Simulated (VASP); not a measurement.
Wanted: the native input for a VASP 6.6.1 run.

| Quantity | Value |
| --- | --- |
| Task | single point |
| Functional | PBE |
| Potentials or basis | VASP PAW PBE potentials, release 64 (W_sv) |
| Cutoff | 520 eV |
| k mesh | 14 × 14 × 14 |
| Occupations | methfessel-paxton, width 0.05 eV |
| Spin | no spin polarisation |
| Dipole correction | no |
| Further INCAR settings | ALGO = Normal; EDIFF = 1e-06; NBANDS = 13 |

The structure of W lies in POSCAR:

```
W
1.0
    0.0000000000      2.0300000000      2.0300000000
    2.0300000000      0.0000000000      2.0300000000
    2.0300000000      2.0300000000      0.0000000000
W
1
Direct
    0.0000000000      0.0000000000      0.0000000000
```

The input as run:

INCAR

```
SYSTEM = W
PREC = Accurate
ENCUT = 520
EDIFF = 1E-6
ISMEAR = 1
SIGMA = 0.05
LREAL = .FALSE.
LASPH = .TRUE.
NELM = 60
ALGO = Normal
ISIF = 2
LWAVE = .FALSE.
LCHARG = .TRUE.
GGA = PE
LELF = .TRUE.
LVHAR = .TRUE.
NBANDS = 13
```

KPOINTS

```
Automatic mesh
0
G
  14 14 14
  0 0 0
```

Potentials or basis: VASP PAW PBE potentials, release 64 (W_sv).

Run with:

```sh
$ cat potpaw_PBE.64/W_sv/POTCAR > POTCAR
$ mpirun -np 1 vasp_std > vasp.out
```

It gave:

The pressure is -4.3 GPa and the band gap on the k mesh is zero (band 7 reaches 13.17 eV, above the bottom of band 8 at 9.69 eV).

Caveat: spin-orbit coupling is left out, which moves the levels of the heavy elements.

Wall time 7 s on 1 thread of Intel(R) Xeon(R) 6975P-C (Granite Rapids), with other jobs on the host, peak memory 0.15 GiB.
